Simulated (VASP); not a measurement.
A run of VASP 6.6.1:

Contents of INCAR:

```
PREC = Accurate
ENCUT = 520
EDIFF = 1E-8
ISMEAR = -1
SIGMA = 0.05
LREAL = F
LASPH = T
NELM = 60
ALGO = Normal
ISIF = 2
LWAVE = F
LCHARG = F
GGA = PE
LEFG = T
NBANDS = 28
```

Contents of KPOINTS:

```
Automatic mesh
0
Gamma
  7 7 7
```

File POSCAR:

```
SrTiO3
1.0
    3.9050000000      0.0000000000      0.0000000000
    0.0000000000      3.9050000000      0.0000000000
    0.0000000000      0.0000000000      4.0221500000
Sr Ti O
1 1 3
Direct
    0.0000000000      0.0000000000      0.0000000000
    0.5000000000      0.5000000000      0.5000000000
    0.0000000000      0.5000000000      0.5000000000
    0.5000000000      0.0000000000      0.5000000000
    0.5000000000      0.5000000000      0.0000000000
```

Potentials or basis: VASP PAW PBE potentials, release 64 (Sr_sv, Ti_sv, O).

Launch:

```console
$ cat potpaw_PBE.64/Sr_sv/POTCAR potpaw_PBE.64/Ti_sv/POTCAR potpaw_PBE.64/O/POTCAR > POTCAR
$ mpirun -np 1 vasp_std > vasp.out
```

Hardware: 1 thread of AMD EPYC 7R13 (shared host).

Question: How long does it take, and how much memory?

Answer: Wall time 3.8 min on 1 thread of AMD EPYC 7R13, with other jobs on the host, peak memory 0.19 GiB. Counts: scf iterations 21, k points 40.
